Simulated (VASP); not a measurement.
Set up this calculation in VASP 6.6.1, as the native input.

* Task: single point
* Functional: LDA
* Potentials or basis: VASP PAW LDA potentials, release 64 (Cd, F)
* Cutoff: 520 eV
* k mesh: 8 × 8 × 8
* Occupations: fermi-dirac, width 0.02 eV
* Spin: no spin polarisation
* Dipole correction: no
* Further INCAR settings: ALGO = Normal; EDIFF = 1e-06; NBANDS = 20

The structure of CdF2 lies in POSCAR:

```
CdF2
1.0
    0.0000000000      2.6575901313      2.6575901313
    2.6575901313      0.0000000000      2.6575901313
    2.6575901313      2.6575901313      0.0000000000
Cd F
1 2
Direct
    0.0000000000      0.0000000000      0.0000000000
    0.2500000000      0.2500000000      0.2500000000
    0.7500000000      0.7500000000      0.7500000000
```

This cell differs from its parent crystal: volume scaled by 0.96.

One way to write it, as run:

INCAR

```
SYSTEM = CdF2
  PREC = Accurate
  ENCUT = 520
  EDIFF = 1E-6
  ISMEAR = -1
  SIGMA = 0.02
  LREAL = .FALSE.
  LASPH = .TRUE.
  NELM = 80
  ALGO = Normal
  ISIF = 2
  LWAVE = .FALSE.
  LCHARG = .FALSE.
  NBANDS = 20
```

KPOINTS

```
Automatic mesh
0
G
  8 8 8
  0 0 0
```

Potentials or basis: VASP PAW LDA potentials, release 64 (Cd, F).

Launch:

```console
$ cat potpaw_LDA.64/Cd/POTCAR potpaw_LDA.64/F/POTCAR > POTCAR
$ mpirun -np 1 vasp_std > vasp.out
```

Results of the run:

| Property | Result |
| --- | --- |
| Pressure | 0.0 GPa |
| Band gap on the k mesh | 2.94 eV, indirect (least direct gap 3.37 eV) |

Run time: 7.6 s on 1 thread of Intel(R) Xeon(R) 6975P-C (Granite Rapids), on a shared host, peak memory 0.15 GiB.
